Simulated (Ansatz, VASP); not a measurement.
## Al2O3: VASP beside Ansatz

INCAR

```
SYSTEM = Al2O3
PREC     = Accurate       ! precision mode
ENCUT    = 520            ! plane-wave cutoff, eV
EDIFF    = 1E-6           ! SCF threshold, eV
ISMEAR   = 0              ! smearing method
SIGMA    = 0.05           ! smearing width, eV
LREAL    = .FALSE.        ! projectors in reciprocal space
LASPH    = .TRUE.         ! aspherical terms in the spheres
NELM     = 100            ! most SCF steps
ALGO     = Normal         ! electronic algorithm
ISIF     = 2              ! what is computed and relaxed
LWAVE    = .FALSE.        ! write WAVECAR
LCHARG   = .TRUE.         ! write CHGCAR
GGA      = CA             ! functional
LELF     = .TRUE.         ! ELF
LVHAR    = .TRUE.       
NBANDS   = 20             ! bands
```

Contents of KPOINTS:

```
regular mesh
0
G
  12 12 4
  0 0 0
```

File POSCAR:

```
Al2O3
1.0
    3.2588811475      0.0000000000      0.0000000000
   -1.6294405738      2.8222738617      0.0000000000
    0.0000000000      0.0000000000      7.8776214423
Al O
2 3
Direct
    0.0000000000      0.0000000000      0.2779510000
    0.0000000000      0.0000000000      0.7220490000
    0.3333333333      0.6666666667      0.1994540000
    0.6666666667      0.3333333333      0.8005460000
    0.0000000000      0.0000000000      0.5000000000
```

Input for Ansatz:

```yaml
crystal:
  lattice:
    - [3.2588811475, 0.0, 0.0]
    - [-1.6294405738, 2.8222738617, 0.0]
    - [0.0, 0.0, 7.8776214423]
  atoms:
    - { symbol: Al, position: [0.0, 0.0, 0.277951] }
    - { symbol: Al, position: [0.0, 0.0, 0.722049] }
    - { symbol: O, position: [0.3333333333, 0.6666666667, 0.199454] }
    - { symbol: O, position: [0.6666666667, 0.3333333333, 0.800546] }
    - { symbol: O, position: [0.0, 0.0, 0.5] }
basis:
  ecutwfc: 420
kpoints:
  mp_grid: { grid: [12, 12, 4] }
hamiltonian:
  xc: lda
scf:
  occupations: { method: gaussian, width: 0.05 }
output:
  forces: true
  stress: true
  eigenvalues: true
```

Change from the starting cell: strain +0.080 along x and y, +0.040 along z, atoms carried along.

Alike in both runs: task single point; functional LDA; k mesh 12 × 12 × 4; occupations gaussian, width 0.05 eV; no spin polarisation.

|  | VASP | Ansatz |
| --- | --- | --- |
| version | VASP 6.6.1 | Ansatz 0.2.0 |
| potentials or method | VASP PAW LDA potentials, release 64 (Al, O), cutoff 520 eV | scalar-relativistic, plane waves, PAW |
| valence electrons in the cell | 24 | 24 |

VASP gave:

- gap on the k mesh at the Fermi level (eV): 1.27
- least direct gap on the mesh (eV): 1.27
- pressure (GPa): -25.7
- traceless stress, the component that is largest in VASP (GPa): 3.70
- rms of the force components (eV/Å): 0.591

Task: Which values does Ansatz return?

Result: gap on the k mesh at the Fermi level (eV): 1.29; least direct gap on the mesh (eV): 1.29; pressure (GPa): -26.0; traceless stress, the component that is largest in VASP (GPa): 3.34; rms of the force components (eV/Å): 0.610.

LDA's correlation is that of Perdew and Zunger in VASP and of Perdew and Wang (1992) in Ansatz. Atom by atom the forces differ by 0.032 eV/Å (rms over components).
